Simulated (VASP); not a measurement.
BN, 4 atoms in the cell. It takes space group P6_3/mmc (No. 194, hexagonal). Conventional cell: a = 2.386 Å, b = 2.386 Å, c = 7.561 Å, α = 90.00°, β = 90.00°, γ = 120.00°. B (site symmetry -6m2) has 3 N at 1.38 Å within 1.8 Å. N (site symmetry -6m2) has 3 B at 1.38 Å within 1.8 Å.  This cell differs from its parent crystal: volume 9.318 Å^3 an atom, c/a of the conventional cell 3.1694.

| Quantity | Value |
| --- | --- |
| Program | VASP 6.6.1 |
| Task | single point |
| Functional | PBEsol |
| Potentials or basis | VASP PAW PBE potentials, release 64 (B, N) |
| Cutoff | 520 eV |
| k mesh | 12 × 12 × 4 |
| Occupations | gaussian, width 0.05 eV |
| Spin | no spin polarisation |
| Dipole correction | no |
| Further INCAR settings | ALGO = Normal; EDIFF = 1e-06; NBANDS = 16 |

Potentials or basis: VASP PAW PBE potentials, release 64 (B, N).

Run with:

```sh
$ cat potpaw_PBE.64/B/POTCAR potpaw_PBE.64/N/POTCAR > POTCAR
$ mpirun -np 1 vasp_std > vasp.out
```

Hardware: 1 thread of AMD EPYC 7R13 Processor (Zen 3), with other jobs on the host.

Problem. How long does it take, and how much memory?

Solution. Run time: 19 s on 1 thread of AMD EPYC 7R13 Processor (Zen 3), with other jobs on the host, peak memory 0.13 GiB. Counts: scf iterations 13, k points 57.
